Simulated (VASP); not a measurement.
Here is a VASP 6.6.1 calculation.

File INCAR:

```
SYSTEM = CsSmF4
PREC = Accurate ; ENCUT = 600
EDIFF = 1E-6 ; ISMEAR = 0
SIGMA = 0.02 ; LREAL = .False.
LASPH = .True. ; NELM = 200
ALGO = Normal ; ISIF = 2
LWAVE = .False. ; LCHARG = .True.
GGA = PE ; LELF = .True.
LVHAR = .True. ; NBANDS = 33
GGA_COMPAT = .False. ; LMAXMIX = 6
```

Contents of KPOINTS:

```
Automatic mesh
0
Gamma
  4 4 8
  0 0 0
```

POSCAR

```
CsSmF4
1.0
    6.1467138001      0.0000000000      0.0000000000
    0.0000000000      6.1467138001      0.0000000000
    0.0000000000      0.0000000000      3.2703035059
Cs Sm F
1 1 4
Direct
    0.0000000000      0.0000000000      0.0000000000
    0.5000000000      0.5000000000      0.0000000000
    0.7823005127      0.5000000000      0.5000000000
    0.2176994873      0.5000000000      0.5000000000
    0.5000000000      0.7823005127      0.5000000000
    0.5000000000      0.2176994873      0.5000000000
```

Potentials or basis: VASP PAW PBE potentials, release 64 (Cs_sv, Sm_3, F), 4f in core.

Launch:

```console
$ cat potpaw_PBE.64/Cs_sv/POTCAR potpaw_PBE.64/Sm_3/POTCAR potpaw_PBE.64/F/POTCAR > POTCAR
$ mpirun -np 1 vasp_std > vasp.out
```

Q: Estimate the band gap on the k mesh.

A: 4.72 eV (least direct gap 4.78 eV).

Q: What does it give for the largest force?

A: 0.081 eV/Å.

Forces on the atoms (eV/Å):
```
Cs   0.000  0.000  0.000
Sm   0.000  0.000  0.000
F    0.081  0.000  0.000
F   -0.081  0.000  0.000
F    0.000  0.081  0.000
F    0.000 -0.081  0.000
```

Caveat: spin-orbit coupling is left out, which moves the levels of the heavy elements; the 4f electrons are frozen in the core, so they carry no moment and show no levels. Spin polarisation is off, so any magnetic state and its effect on volume and gap are missing.
